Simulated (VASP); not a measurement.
A run of VASP 6.6.1:

File INCAR:

```
SYSTEM = SnO2
ALGO     = Normal         ! electronic algorithm
EDIFF    = 1E-7           ! SCF threshold, eV
ENCUT    = 520            ! plane-wave cutoff, eV
GGA      = PS             ! functional
ISIF     = 2              ! what is computed and relaxed
ISMEAR   = 0              ! smearing method
LASPH    = .True.         ! aspherical terms in the spheres
LCHARG   = .False.        ! write CHGCAR
LREAL    = .False.        ! projectors in reciprocal space
LWAVE    = .False.        ! write WAVECAR
NBANDS   = 35             ! bands
NELM     = 60             ! most SCF steps
PREC     = Accurate       ! precision mode
SIGMA    = 0.02           ! smearing width, eV
```

KPOINTS

```
k-points
0
Gamma
  6 6 8
  0 0 0
```

File POSCAR:

```
SnO2
1.0
    4.7953424657      0.0000000000      0.0000000000
    0.0000000000      4.7953424657      0.0000000000
    0.0000000000      0.0000000000      3.1642099045
Sn O
2 4
Direct
    0.5000000000      0.5000000000      0.5000000000
    0.0000000000      0.0000000000      0.0000000000
    0.1942618715      0.8057381285      0.5000000000
    0.8057381285      0.1942618715      0.5000000000
    0.3057381285      0.3057381285      0.0000000000
    0.6942618715      0.6942618715      0.0000000000
```

Potentials or basis: VASP PAW PBE potentials, release 64 (Sn_d, O).

Command:

```bash
$ cat potpaw_PBE.64/Sn_d/POTCAR potpaw_PBE.64/O/POTCAR > POTCAR
$ mpirun -np 1 vasp_std > vasp.out
```

Hardware: 1 thread of AMD EPYC 7R13 Processor (Zen 3) (shared host).

Problem. Estimate the wall time of this run.

Solution. Wall time 2.3 min on 1 thread of AMD EPYC 7R13 Processor (Zen 3), on a shared host, peak memory 0.2 GiB. Counts: scf iterations 14, k points 50.
